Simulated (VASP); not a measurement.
# HW4S8 (a cell with a defect) in VASP: further runs

Runs on HW4S8 (a cell with a defect). Level: PBE. Tasks: single point.

All numbers are computed with VASP 6.6.1; they aren't measurements. Logs are shortened: lines on timing, memory, paths and dates and some standing lists are left out, and cuts for length are marked.

## Step 1: The cell of the first run

The cell holds a defect, 13 atoms: a = 6.375 Å, b = 6.375 Å, c = 8.332 Å, α = 67.50°, β = 67.50°, γ = 60.00°.

## Step 2: Single point, PBE

INCAR

```
SYSTEM = HW4S8
  ALGO = Normal
  EDIFF = 1E-7
  ENCUT = 520
  GGA = PE
  ISIF = 2
  ISMEAR = 0
  LASPH = .True.
  LCHARG = .True.
  LELF = .True.
  LREAL = .False.
  LVHAR = .True.
  LWAVE = .False.
  NBANDS = 64
  NELECT = 106.0
  NELM = 80
  PREC = Accurate
  SIGMA = 0.02
```

KPOINTS

```
k-points
0
Gamma
  3 3 3
  0 0 0
```

POSCAR

```
HW4S8
1.0
    3.1877473260     -5.5213403304      0.0000000000
   -3.1877473260     -5.5213403304      0.0000000000
    0.0000000000     -3.6808935536     -7.4744493696
W S H
4 8 1
Direct
    0.4978353270      0.4862813999      1.0155285861
    0.0023180277      0.4937390343      0.9990987470
    0.4963120799      0.0013917369      0.9898373290
    0.0099286170      0.0013912403      0.9898396034
    0.9064383427      0.8993982615      0.7851959000
    0.3944620457      0.9577880613      0.7507492154
    0.8882933526      0.4132983655      0.7911495158
    0.4047322502      0.4132984875      0.7911540647
    0.7653380891      0.7640318375      0.2027627622
    0.2632903510      0.7638648435      0.2070240794
    0.7742198701      0.2498583605      0.2114450071
    0.2619493805      0.2498593382      0.2114393880
    0.3286206036      0.2061507338      0.6340730622
```

Potentials or basis: VASP PAW PBE potentials, release 64 (W_sv, S, H).

The run is started by

```
$ cat potpaw_PBE.64/W_sv/POTCAR potpaw_PBE.64/S/POTCAR potpaw_PBE.64/H/POTCAR > POTCAR
$ mpirun -np 1 vasp_std > vasp.out
```

OUTCAR:

```text
SYSTEM = HW4S8
   EDIFF = 1E-7
   ENCUT = 520
   GGA = PE
   ISIF = 2
   ISMEAR = 0
   LASPH = .True.
   LREAL = .False.
   NELECT = 106.0
   NELM = 80
   PREC = Accurate

 ion  position               nearest neighbor table
   1  0.498  0.486  0.016-  10 2.37  11 2.39  12 2.39   8 2.42   7 2.42   6 2.90   4 3.18   3 3.18
                             2 3.19   2 3.19   3 3.20   4 3.20
   2  0.002  0.494  0.999-   9 2.41   8 2.41   7 2.41  12 2.42  11 2.42   5 2.44   3 3.15   4 3.15
                             1 3.19   1 3.19   4 3.23   3 3.23
   3  0.496  0.001  0.990-   8 2.42  10 2.42   5 2.43  12 2.43   9 2.46   6 2.46   4 3.10   2 3.15
                             1 3.18   1 3.20   2 3.23   4 3.27
   4  0.010  0.001  0.990-   7 2.42  10 2.42   5 2.43  11 2.43   9 2.46   6 2.46   3 3.10   2 3.15
                             1 3.18   1 3.20   2 3.23   3 3.27
   5  0.906  0.899  0.785-   3 2.43   4 2.43   2 2.44
   6  0.394  0.958  0.751-  13 1.45   4 2.46   3 2.46   1 2.90
   7  0.888  0.413  0.791-   2 2.41   1 2.42   4 2.42
   8  0.405  0.413  0.791-   2 2.41   1 2.42   3 2.42
   9  0.765  0.764  0.203-   2 2.41   4 2.46   3 2.46
  10  0.263  0.764  0.207-   1 2.37   4 2.42   3 2.42
  11  0.774  0.250  0.211-   1 2.39   2 2.42   4 2.43
  12  0.262  0.250  0.211-   1 2.39   2 2.42   3 2.43
  13  0.329  0.206  0.634-   6 1.45

  LATTYP: Found a trigonal (rhomboedric) cell.
 ALAT       =     8.3316487403
 COS(alpha) =     0.7072237310

  Lattice vectors:

 A1 = (  -3.1877473260,   1.8404467768,  -7.4744493696)
 A2 = (   3.1877473260,   1.8404467768,  -7.4744493696)
 A3 = (   0.0000000000,  -3.6808935536,  -7.4744493696)

Analysis of symmetry for initial positions (statically):
=====================================================================
 Subroutine PRICEL returns:
 Original cell was already a primitive cell.

 Routine SETGRP: Setting up the symmetry group for a
 trigonal (rhombohedral) supercell.

 Subroutine GETGRP returns: Found  1 space group operations
 (whereof  1 operations were pure point group operations)
 out of a pool of 12 trial point group operations.

The static configuration has the point symmetry C_1 .

Analysis of symmetry for dynamics (positions and initial velocities):
=====================================================================
 Subroutine PRICEL returns:
 Original cell was already a primitive cell.

 Routine SETGRP: Setting up the symmetry group for a
 trigonal (rhombohedral) supercell.

 Subroutine GETGRP returns: Found  1 space group operations
 (whereof  1 operations were pure point group operations)
 out of a pool of 12 trial point group operations.

The dynamic configuration has the point symmetry C_1 .

 Subroutine INISYM returns: Found  1 space group operations
 (whereof  1 operations are pure point group operations),
 and found     1 'primitive' translations

----------------------------------------------------------------------------------------

                                     Primitive cell

  volume of cell :     263.1102

  direct lattice vectors                    reciprocal lattice vectors
     3.187747326 -5.521340330  0.000000000     0.156850575 -0.090557722  0.044596373
    -3.187747326 -5.521340330  0.000000000    -0.156850575 -0.090557722  0.044596373
     0.000000000 -3.680893554 -7.474449370     0.000000000  0.000000000 -0.133789120

  length of vectors
     6.375494652  6.375494652  8.331648740     0.186525173  0.186525173  0.133789120

  position of ions in fractional coordinates (direct lattice)
     0.497835327  0.486281400  0.015528586
     0.002318028  0.493739034  0.999098747
     0.496312080  0.001391737  0.989837329
     0.009928617  0.001391240  0.989839603
     0.906438343  0.899398261  0.785195900
     0.394462046  0.957788061  0.750749215
     0.888293353  0.413298365  0.791149516
     0.404732250  0.413298488  0.791154065
     0.765338089  0.764031837  0.202762762
     0.263290351  0.763864844  0.207024079
     0.774219870  0.249858360  0.211445007
     0.261949380  0.249859338  0.211439388
     0.328620604  0.206150734  0.634073062
[... 28 lines left out ...]
     0.052283525 -0.030185907  0.014865458     0.333333333  0.000000000  0.000000000
    -0.052283525 -0.030185907  0.014865458     0.000000000  0.333333333  0.000000000
     0.000000000  0.000000000 -0.044596373     0.000000000  0.000000000  0.333333333

  Length of vectors
     0.062175058  0.062175058  0.044596373

  Shift w.r.t. Gamma in fractional coordinates (k-lattice)
     0.000000000  0.000000000  0.000000000

 Subroutine IBZKPT returns following result:
 ===========================================

 Found     14 irreducible k-points:

 Following reciprocal coordinates:
            Coordinates               Weight
  0.000000  0.000000  0.000000      1.000000
  0.333333 -0.000000  0.000000      2.000000
 -0.000000  0.333333  0.000000      2.000000
 -0.333333 -0.333333 -0.333333      2.000000
  0.333333  0.333333  0.000000      2.000000
 -0.000000  0.333333  0.333333      2.000000
 -0.333333  0.000000 -0.333333      2.000000
 -0.333333  0.333333  0.000000      2.000000
 -0.333333  0.333333  0.333333      2.000000
 -0.333333  0.333333 -0.333333      2.000000
  0.000000  0.000000  0.333333      2.000000
 -0.333333  0.000000  0.333333      2.000000
  0.000000 -0.333333  0.333333      2.000000
  0.333333  0.333333 -0.333333      2.000000
   k-points           NKPTS =     14   k-points in BZ     NKDIM =     14   number of bands    NBANDS=     64
   number of dos      NEDOS =    301   number of ions     NIONS =     13
   total plane-waves  NPLWV = 147456
   dimension x,y,z NGX =    48 NGY =   48 NGZ =   64
   dimension x,y,z NGXF=    96 NGYF=   96 NGZF=  128
   ions per type =               4   8   1
   NGX,Y,Z   is equivalent  to a cutoff of  12.52, 12.52, 12.77 a.u.
   NGXF,Y,Z  is equivalent  to a cutoff of  25.03, 25.03, 25.54 a.u.
 SYSTEM =  HW4S8
   PREC   = accura    normal or accurate (medium, high low for compatibility)
   ISTART =      0    job   : 0-new  1-cont  2-samecut
   ICHARG =      2    charge: 1-file 2-atom 10-const
   ISPIN  =      1    spin polarized calculation?
   LNONCOLLINEAR =      F non collinear calculations
   LSORBIT =      F    spin-orbit coupling
   LASPH  =      T    aspherical Exc in radial PAW
   ENCUT  =  520.0 eV  38.22 Ry    6.18 a.u.  11.85 11.85 15.49*2*pi/ulx,y,z
   NELM   =     80;   NELMIN=  2; NELMDL= -5     # of ELM steps
   EDIFF  = 0.1E-06   stopping-criterion for ELM
   LREAL  =      F    real-space projection
   EDIFFG = 0.1E-05   stopping-criterion for IOM
   NSW    =      0    number of steps for IOM
   IBRION =     -1    ionic relax: 0-MD 1-quasi-New 2-CG
   NFREE  =      0    steps in history (QN), initial steepest desc. (CG)
   ISIF   =      2    stress and relaxation
   ISYM   =      2    0-nonsym 1-usesym 2-fastsym
   POTIM  = 0.5000    time-step for ionic-motion
   TEBEG  =    0.0;   TEEND  =   0.0 temperature during run
   PSTRESS=    0.0 pullay stress
   NELECT =     106.0000    total number of electrons
   NUPDOWN=      -1.0000    fix difference up-down
   EMIN   =  10.00;   EMAX   =-10.00  energy-range for DOS
   EFERMI =   0.00;   METHOD = LEGACY
   ISMEAR =     0;   SIGMA  =   0.02  broadening in eV -4-tet -1-fermi 0-gaus
   EFERMI_NEDOS =   21; number of points for ismear=-14 and -15
   IALGO  =     38    algorithm
   IMIX   =      4    mixing-type and parameters
     AMIX     =   0.40;   BMIX     =  1.00
     AMIX_MAG =   1.60;   BMIX_MAG =  1.00
  volume/ion in A,a.u.               =      20.24       136.58
  Fermi-wavevector in a.u.,A,eV,Ry     =   1.209106  2.284878 19.890853  1.461936
  Thomas-Fermi vector in A             =   2.344693
   LORBIT       =      0    0 simple, 1 ext, 2 COOP (PROOUT), +10 PAW based schemes
   GGA     = PE    functional components
   LHFCALC =     F    Hartree Fock is set to
   AEXX    =    0.0000 exact exchange contribution
   IVDW    =     0    specifies the selected vdW correction
   LEPSILON=     F    determine dielectric tensor
   LRPA    =     F    only Hartree local field effects (RPA)
 non-spin polarized calculation
 Gauss-broadening in eV      SIGMA  =   0.02
  energy-cutoff  :      520.00
  volume of cell :      263.11
 maximum number of plane-waves:      7114
   NGX = 23   NGY = 23   NGZ = 31

 number of electron     106.0000003 magnetization

 Free energy of the ion-electron system (eV)
  ---------------------------------------------------
  ext. energy  EPLUGINS =         0.00000000
  ---------------------------------------------------
  free energy    TOTEN  =       -90.45079759 eV

  energy without entropy =      -90.45079759  energy(sigma->0) =      -90.45079759

 E-fermi :   6.1257     XC(G=0):  -9.6615

 val. band max:        6.0318401500   @ k =   0.0000   0.0000   0.0000
 cond. band min:       6.3771202662   @ k =  -0.3333   0.3333  -0.3333
 fundamental gap:      0.3452801162
 Fermi energy:         6.1257162362

 k-point     1 :       0.0000    0.0000    0.0000
  band No.  band energies     occupation
      1     -69.2991      2.00000
      2     -69.2663      2.00000
      3     -69.2587      2.00000
      4     -68.7216      2.00000
      5     -33.7245      2.00000
      6     -33.6270      2.00000
[... 927 lines left out ...]
     63       8.2243      0.00000
     64       8.2832      0.00000

------------------------ aborting loop because EDIFF is reached ----------------------------------------

  FORCE on cell =-STRESS in cart. coord.  units (eV):
  Direction    XX          YY          ZZ          XY          YZ          ZX
  --------------------------------------------------------------------------------------
  -------------------------------------------------------------------------------------
  Total       10.8750041      9.8623435      9.7548574      0.8758208      0.0129045      0.0216321
  in kB       66.2220167     60.0555433     59.4010198      5.3332043      0.0785804      0.1317259
  external PRESSURE =      61.8928600 kB  Pullay stress =       0.0000000 kB

 VOLUME and BASIS-vectors are now :
 -----------------------------------------------------------------------------
  energy-cutoff  :      520.00
  volume of cell :      263.11
      direct lattice vectors                 reciprocal lattice vectors
     3.187747326 -5.521340330  0.000000000     0.156850575 -0.090557722  0.044596373
    -3.187747326 -5.521340330  0.000000000    -0.156850575 -0.090557722  0.044596373
     0.000000000 -3.680893554 -7.474449370     0.000000000  0.000000000 -0.133789120

 POSITION                                       TOTAL-FORCE (eV/Angst)
 -----------------------------------------------------------------------------------
      0.03683     -5.49080     -0.11607         0.000381      0.000453     -0.000097
     -1.56653     -6.41648     -7.46771         0.000095      0.000557     -0.005143
      1.57768     -6.39148     -7.39849        -0.002002      0.000279     -0.002802
      0.02721     -3.70599     -7.39851        -0.001215     -0.001977     -0.002481
      0.02244    -12.86086     -5.86891        -0.001443     -0.000873      0.009233
     -1.79574    -10.22966     -5.61144        -0.029247     -0.017272      0.041257
      1.51416    -10.09867     -5.91341         0.000879     -0.000528      0.006703
     -0.02731     -7.42878     -5.91344        -0.000095      0.001020      0.007215
      0.00416     -9.19052     -1.51554         0.001063      0.000551     -0.008819
     -1.59570     -6.43331     -1.54739         0.001331      0.000636     -0.006175
      1.67153     -6.43259     -1.58044         0.002391     -0.001432     -0.006940
      0.03854     -3.60416     -1.58039         0.000022      0.002454     -0.007379
      0.39040     -5.28661     -4.73935         0.027841      0.016131     -0.024573
 -----------------------------------------------------------------------------------
    total drift:                                0.000167     -0.000059     -0.000270

  FREE ENERGIE OF THE ION-ELECTRON SYSTEM (eV)
  ---------------------------------------------------
  free  energy   TOTEN  =       -90.4507975949 eV

  energy  without entropy=      -90.4507975949  energy(sigma->0) =      -90.45079759
```

Wall time 3.5 min (1 thread of Intel Xeon 6975P-C (Granite Rapids), shared host); peak memory 0.45 GiB.

What came out:

| Property | Result |
| --- | --- |
| Free energy | -90.4508 eV |
| Largest force | 0.053 eV/Å |

Forces on the atoms (eV/Å):
```
W    0.000  0.000  0.000
W    0.000  0.001 -0.005
W   -0.002  0.000 -0.003
W   -0.001 -0.002 -0.002
S   -0.001 -0.001  0.009
S   -0.029 -0.017  0.041
S    0.001 -0.001  0.007
S    0.000  0.001  0.007
S    0.001  0.001 -0.009
S    0.001  0.001 -0.006
S    0.002 -0.001 -0.007
S    0.000  0.002 -0.007
H    0.028  0.016 -0.025
```

Levels at points of the mesh, in eV from the Fermi level:
| k point | band 51 | band 52 | band 53 | band 54 | band 55 | band 56 |
| --- | --- | --- | --- | --- | --- | --- |
| (0.00, 0.00, 0.00) | -2.04 | -1.84 | -0.09 | 1.26 | 1.30 | 1.34 |

Caveat: the cell carries a net charge on a neutralising background, which shifts energy and pressure; the cell is charged against a uniform background, so pressure and absolute levels hang on convention; spin-orbit coupling is left out, which moves the levels of the heavy elements.

(Part 1 of 2 ends here.)
